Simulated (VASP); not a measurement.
# Ca3SbP (Pmm2) in VASP: single point with LDA

Aim: the single point of Ca3SbP with LDA.

Everything below comes from runs of VASP 6.6.1. Logs are shortened: lines on timing, memory, paths and dates and some standing lists are left out, and cuts for length are marked.

### 1 The cell of the first run

Symmetry: Pmm2, No. 25, orthorhombic system. Conventional cell: a = 5.252 Å, b = 5.252 Å, c = 5.252 Å, α = 90.00°, β = 90.00°, γ = 90.00°. Ca (site symmetry mm2) has 2 P at 2.59 to 2.66 Å and 2 Ca at 3.44 Å within 3.5 Å. Ca (site symmetry mm2) has 2 P at 2.66 Å and 2 Sb at 3.29 Å and 2 Ca at 3.44 Å within 3.5 Å. Within 3.9 Å of Ca (site symmetry mm2) lie 2 P at 2.63 Å and 4 Sb at 3.58 to 3.86 Å and 8 Ca at 3.68 to 3.75 Å. Sb (site symmetry mm2) has 12 Ca at 3.29 to 4.20 Å and 8 P at 4.43 to 4.67 Å within 4.7 Å. Within 3.4 Å of P (site symmetry mm2) lie 6 Ca at 2.59 to 2.66 Å.

### 2 Single point, LDA (atoms displaced along a vibrational mode)

INCAR reads:

```
SYSTEM = Ca3SbP
ALGO     = Normal         ! electronic algorithm
EDIFF    = 1E-6           ! SCF threshold, eV
ENCUT    = 520            ! plane-wave cutoff, eV
ISIF     = 2              ! what is computed and relaxed
ISMEAR   = 0              ! smearing method
LASPH    = .TRUE.         ! aspherical terms in the spheres
LCHARG   = .FALSE.        ! write CHGCAR
LREAL    = .FALSE.        ! projectors in reciprocal space
LWAVE    = .FALSE.        ! write WAVECAR
NBANDS   = 28             ! bands
NELM     = 60             ! most SCF steps
PREC     = Accurate       ! precision mode
SIGMA    = 0.05           ! smearing width, eV
```

KPOINTS reads:

```
k-points
0
G
  6 6 6
  0 0 0
```

POSCAR reads:

```
Ca3SbP
1.0
    5.2516179336      0.0000000000      0.0000000000
    0.0000000000      5.2516179336      0.0000000000
    0.0000000000      0.0000000000      5.2516179336
Ca Sb P
3 1 1
Direct
   -0.0114827719      0.5000000000      0.5000000000
    0.4114558588      0.0000000000      0.5000000000
    0.4971437374      0.5000000000      0.0000000000
    0.0351054686      0.0000000000      0.0000000000
    0.4951220023      0.5000000000      0.5000000000
```

Potentials or basis: VASP PAW LDA potentials, release 64 (Ca_sv, Sb, P).

On the command line:

```
cat potpaw_LDA.64/Ca_sv/POTCAR potpaw_LDA.64/Sb/POTCAR potpaw_LDA.64/P/POTCAR > POTCAR
mpirun -np 1 vasp_std > vasp.out
```

OUTCAR:

```text
SYSTEM = Ca3SbP
   EDIFF = 1E-6
   ENCUT = 520
   ISIF = 2
   ISMEAR = 0
   LASPH = .TRUE.
   LREAL = .FALSE.
   NELM = 60
   PREC = Accurate

 ion  position               nearest neighbor table
   1  0.989  0.500  0.500-   5 2.59   5 2.66
   2  0.411  0.000  0.500-   5 2.66   5 2.66   4 3.29   4 3.29
   3  0.497  0.500  0.000-   5 2.63   5 2.63
   4  0.035  0.000  0.000-   2 3.29   2 3.29
   5  0.495  0.500  0.500-   1 2.59   3 2.63   3 2.63   1 2.66   2 2.66   2 2.66

  LATTYP: Found a simple cubic cell.
 ALAT       =     5.2516179336

  Lattice vectors:

 A1 = (   5.2516179336,   0.0000000000,   0.0000000000)
 A2 = (   0.0000000000,   5.2516179336,   0.0000000000)
 A3 = (   0.0000000000,   0.0000000000,   5.2516179336)

Analysis of symmetry for initial positions (statically):
=====================================================================
 Subroutine PRICEL returns:
 Original cell was already a primitive cell.

 Routine SETGRP: Setting up the symmetry group for a
 simple cubic supercell.

 Subroutine GETGRP returns: Found  4 space group operations
 (whereof  4 operations were pure point group operations)
 out of a pool of 48 trial point group operations.

The static configuration has the point symmetry C_2v.

Analysis of symmetry for dynamics (positions and initial velocities):
=====================================================================
 Subroutine PRICEL returns:
 Original cell was already a primitive cell.

 Routine SETGRP: Setting up the symmetry group for a
 simple cubic supercell.

 Subroutine GETGRP returns: Found  4 space group operations
 (whereof  4 operations were pure point group operations)
 out of a pool of 48 trial point group operations.

The dynamic configuration has the point symmetry C_2v.

 Subroutine INISYM returns: Found  4 space group operations
 (whereof  4 operations are pure point group operations),
 and found     1 'primitive' translations

----------------------------------------------------------------------------------------

                                     Primitive cell

  volume of cell :     144.8369

  direct lattice vectors                    reciprocal lattice vectors
     5.251617934  0.000000000  0.000000000     0.190417508  0.000000000  0.000000000
[... 82 lines left out ...]
 SYSTEM =  Ca3SbP
   PREC   = accura    normal or accurate (medium, high low for compatibility)
   ISTART =      0    job   : 0-new  1-cont  2-samecut
   ICHARG =      2    charge: 1-file 2-atom 10-const
   ISPIN  =      1    spin polarized calculation?
   LNONCOLLINEAR =      F non collinear calculations
   LSORBIT =      F    spin-orbit coupling
   LASPH  =      T    aspherical Exc in radial PAW
   ENCUT  =  520.0 eV  38.22 Ry    6.18 a.u.   9.76  9.76  9.76*2*pi/ulx,y,z
   NELM   =     60;   NELMIN=  2; NELMDL= -5     # of ELM steps
   EDIFF  = 0.1E-05   stopping-criterion for ELM
   LREAL  =      F    real-space projection
[... 7 lines left out ...]
   TEBEG  =    0.0;   TEEND  =   0.0 temperature during run
   PSTRESS=    0.0 pullay stress
   NELECT =      40.0000    total number of electrons
   NUPDOWN=      -1.0000    fix difference up-down
   EMIN   =  10.00;   EMAX   =-10.00  energy-range for DOS
   EFERMI =   0.00;   METHOD = LEGACY
   ISMEAR =     0;   SIGMA  =   0.05  broadening in eV -4-tet -1-fermi 0-gaus
   EFERMI_NEDOS =   21; number of points for ismear=-14 and -15
   IALGO  =     38    algorithm
   IMIX   =      4    mixing-type and parameters
     AMIX     =   0.40;   BMIX     =  1.00
     AMIX_MAG =   1.60;   BMIX_MAG =  1.00
  volume/ion in A,a.u.               =      28.97       195.48
  Fermi-wavevector in a.u.,A,eV,Ry     =   1.066109  2.014654 15.464231  1.136589
  Thomas-Fermi vector in A             =   2.201683
   LORBIT       =      0    0 simple, 1 ext, 2 COOP (PROOUT), +10 PAW based schemes
   GGA     = CA    functional components
   LHFCALC =     F    Hartree Fock is set to
   AEXX    =    0.0000 exact exchange contribution
   IVDW    =     0    specifies the selected vdW correction
   LEPSILON=     F    determine dielectric tensor
   LRPA    =     F    only Hartree local field effects (RPA)
 non-spin polarized calculation
 Gauss-broadening in eV      SIGMA  =   0.05
  energy-cutoff  :      520.00
  volume of cell :      144.84
 maximum number of plane-waves:      3948
   NGX = 19   NGY = 19   NGZ = 19

 number of electron      39.9999999 magnetization

 Free energy of the ion-electron system (eV)
  ---------------------------------------------------
  ext. energy  EPLUGINS =         0.00000000
  ---------------------------------------------------
  free energy    TOTEN  =       -22.56728365 eV

  energy without entropy =      -22.56728365  energy(sigma->0) =      -22.56728365

 E-fermi :   3.7669     XC(G=0):  -9.0976

 val. band max:        3.4432030970   @ k =   0.0000   0.0000   0.0000
 cond. band min:       4.2009883127   @ k =   0.0000   0.0000   0.0000
 fundamental gap:      0.7577852157
 Fermi energy:         3.7669077524

 k-point     1 :       0.0000    0.0000    0.0000
  band No.  band energies     occupation
      1     -36.8441      2.00000
      2     -36.7504      2.00000
      3     -36.6673      2.00000
      4     -18.2713      2.00000
      5     -18.2496      2.00000
      6     -18.2488      2.00000
[... 733 lines left out ...]
     27       7.0148      0.00000
     28       7.0741      0.00000

 [... further k-points ...]

------------------------ aborting loop because EDIFF is reached ----------------------------------------

  FORCE on cell =-STRESS in cart. coord.  units (eV):
  Direction    XX          YY          ZZ          XY          YZ          ZX
  --------------------------------------------------------------------------------------
  -------------------------------------------------------------------------------------
  Total        1.7039407     -0.5368308      0.7573583      0.0000000      0.0000000      0.0000000
  in kB       18.8488866     -5.9383893      8.3778506      0.0000000      0.0000000      0.0000000
  external PRESSURE =       7.0961160 kB  Pullay stress =       0.0000000 kB

 VOLUME and BASIS-vectors are now :
 -----------------------------------------------------------------------------
  energy-cutoff  :      520.00
  volume of cell :      144.84
      direct lattice vectors                 reciprocal lattice vectors
     5.251617934  0.000000000  0.000000000     0.190417508  0.000000000  0.000000000
     0.000000000  5.251617934  0.000000000     0.000000000  0.190417508  0.000000000
     0.000000000  0.000000000  5.251617934     0.000000000  0.000000000  0.190417508

 POSITION                                       TOTAL-FORCE (eV/Angst)
 -----------------------------------------------------------------------------------
      5.19131      2.62581      2.62581         0.002284      0.000000      0.000000
      2.16081      0.00000      2.62581         0.329915      0.000000      0.000000
      2.61081      2.62581      0.00000        -0.083397      0.000000      0.000000
      0.18436      0.00000      0.00000        -0.130700      0.000000      0.000000
      2.60019      2.62581      2.62581        -0.118103      0.000000      0.000000
 -----------------------------------------------------------------------------------
    total drift:                                0.000415     -0.000000     -0.000001

  FREE ENERGIE OF THE ION-ELECTRON SYSTEM (eV)
  ---------------------------------------------------
  free  energy   TOTEN  =       -22.5672836510 eV

  energy  without entropy=      -22.5672836510  energy(sigma->0) =      -22.56728365
```

Wall time 5 min (1 thread of AMD EPYC 7R43 (Zen 3), shared host); peak memory 0.32 GiB.

What came out:

| Quantity | Value |
| --- | --- |
| Free energy | -22.5673 eV |
| Pressure | 0.7 GPa |
| Largest force | 0.330 eV/Å |
| Band gap on the k mesh | 0.76 eV |

Forces in eV/Å, atoms in the order of the input:
```
Ca   0.002  0.000  0.000
Ca   0.330  0.000  0.000
Ca  -0.083  0.000  0.000
Sb  -0.131  0.000  0.000
P   -0.118  0.000  0.000
```

Caveat: the cell differs from its parent crystal (atoms displaced along a vibrational mode); spin-orbit coupling is left out, which moves the levels of the heavy elements. A k mesh can miss the band edges.
